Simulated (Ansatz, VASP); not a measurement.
**HfO2: VASP beside Ansatz**

INCAR

```
SYSTEM = HfO2
  PREC = Accurate
  ENCUT = 520
  EDIFF = 1E-6
  ISMEAR = 0
  SIGMA = 0.05
  LREAL = .FALSE.
  LASPH = .TRUE.
  NELM = 100
  ALGO = Normal
  ISIF = 2
  LWAVE = .FALSE.
  LCHARG = .FALSE.
  GGA = PS
  NBANDS = 31
```

KPOINTS

```
regular mesh
0
G
  6 6 8
  0 0 0
```

POSCAR

```
HfO2
1.0
    4.8307835077      0.0000000000      0.0000000000
    0.0000000000      4.8307835077      0.0000000000
    0.0000000000      0.0000000000      3.2101828971
Hf O
2 4
Direct
    0.0000000000      0.0000000000      0.0000000000
    0.5000000000      0.5000000000      0.5000000000
    0.1384527705      0.7484870443      0.5000000000
    0.3615472295      0.2484870443      0.0000000000
    0.6384527705      0.7515129557      0.0000000000
    0.8615472295      0.2515129557      0.5000000000
```

Input for Ansatz:

```yaml
crystal:
  lattice:
    - [4.8307835077, 0.0, 0.0]
    - [0.0, 4.8307835077, 0.0]
    - [0.0, 0.0, 3.2101828971]
  atoms:
    - { symbol: Hf, position: [0.0, 0.0, 0.0] }
    - { symbol: Hf, position: [0.5, 0.5, 0.5] }
    - { symbol: O, position: [0.1384527705, 0.7484870443, 0.5] }
    - { symbol: O, position: [0.3615472295, 0.2484870443, 0.0] }
    - { symbol: O, position: [0.6384527705, 0.7515129557, 0.0] }
    - { symbol: O, position: [0.8615472295, 0.2515129557, 0.5] }
basis:
  ecutwfc: 520.0
kpoints:
  mp_grid: { grid: [6, 6, 8] }
hamiltonian:
  xc: pbesol
  pseudopotentials: { kind: paw, azcp: { folder: soft_1 } }
scf:
  occupations: { method: gaussian, width: 0.05 }
output:
  forces: true
  stress: true
  eigenvalues: true
```

Change from the starting cell: mode 4 frozen in at +0.000 Å and mode 5 at -0.386 Å (largest displacements).

Alike in both runs: task single point; functional PBEsol; k mesh 6 × 6 × 8; occupations gaussian, width 0.05 eV; no spin polarisation.

|  | VASP | Ansatz |
| --- | --- | --- |
| version | VASP 6.6.1 | Ansatz 0.2.0 |
| potentials or method | VASP PAW PBE potentials, release 64 (Hf_pv, O), cutoff 520 eV | scalar-relativistic, plane waves, PAW |
| valence electrons in the cell | 44 | 76 |

|  | VASP | Ansatz | Ansatz less VASP |
| --- | --- | --- | --- |
| gap on the k mesh at the Fermi level (eV) | 3.76 | 3.77 | +0.009 |
| least direct gap on the mesh (eV) | 3.78 | 3.77 | -0.007 |
| pressure (GPa) | -11.2 | -8.6 | +2.68 |
| traceless stress, the component that is largest in VASP (GPa) | -2.28 | -2.33 | -0.047 |
| rms of the force components (eV/Å) | 0.498 | 0.458 | -0.0403 |

VASP's potentials were made for PBE, not for PBEsol, and Ansatz warns of the same on its side. Atom by atom the forces differ by 0.040 eV/Å (rms over components). VASP's potentials hold 44 valence electrons a cell and Ansatz's 76, so a difference there can come from the potentials and not from the codes.

Neither program's run includes spin-orbit coupling.
